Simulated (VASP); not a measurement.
Input of a VASP 6.6.1 run:

INCAR

```
  PREC = Accurate
  ENCUT = 450
  EDIFF = 1E-7
  ISMEAR = 0
  SIGMA = 0.01
  LREAL = False
  LASPH = True
  NELM = 120
  ALGO = Normal
  ISIF = 2
  LWAVE = False
  LCHARG = False
  GGA = PE
  IBRION = 2
  NSW = 80
  EDIFFG = -0.003
  GGA_COMPAT = False
  NELMIN = 4
```

Contents of KPOINTS:

```
regular mesh
0
Gamma
  9 9 3
```

POSCAR

```
Te2Mo
1.0
    3.5190000000      0.0000000000      0.0000000000
   -1.7595000000      3.0475433959      0.0000000000
    0.0000000000      0.0000000000     13.9640000000
Te Mo
4 2
Direct
    0.3333333333      0.6666666667      0.6250000000
    0.6666666667      0.3333333333      0.1250000000
    0.3333333333      0.6666666667      0.8750000000
    0.6666666667      0.3333333333      0.3750000000
    0.3333333333      0.6666666667      0.2500000000
    0.6666666667      0.3333333333      0.7500000000
```

Potentials or basis: VASP PAW PBE potentials, release 64 (Te, Mo_sv).

Launch:

```bash
$ cat potpaw_PBE.64/Te/POTCAR potpaw_PBE.64/Mo_sv/POTCAR > POTCAR
$ mpirun -np 1 vasp_std > vasp.out
```

(1) What does it give for the energy gained by relaxing?

(2) What does it give for the band gap on the k mesh?

## Answers

(1) 24.3 meV/atom.

(2) 0.76 eV (least direct gap 1.05 eV).

Caveat: spin-orbit coupling is left out, which moves the levels of the heavy elements; an odd mesh through Γ misses points on the zone boundary, where band edges can lie.
